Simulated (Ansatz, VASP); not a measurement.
## Ru: VASP beside Ansatz

```
Ru
1.0
    -1.52702    1.52702    1.52702
     1.52702   -1.52702    1.52702
     1.52702    1.52702   -1.52702
Ru
1
Direct
  0.00000 0.00000 0.00000
```

Change from the starting cell: volume scaled by 1, crystal datasets.

Alike in both runs: task single point; functional PBE; k mesh 18 × 18 × 18; occupations fermi-dirac, width 0.08 eV; no spin polarisation.

```csv
,VASP,Ansatz
version,VASP 6.6.1,Ansatz 0.2.0
potentials or method,"VASP PAW PBE potentials, release 64 (Ru_pv), cutoff 500 eV","all-electron PAW with datasets made for the crystal, scalar-relativistic"
```

```tsv
	VASP	Ansatz	Ansatz less VASP
pressure (GPa)	-0.1	-0.1	0.00
```

Ansatz ran all-electron here, and VASP with PAW potentials.
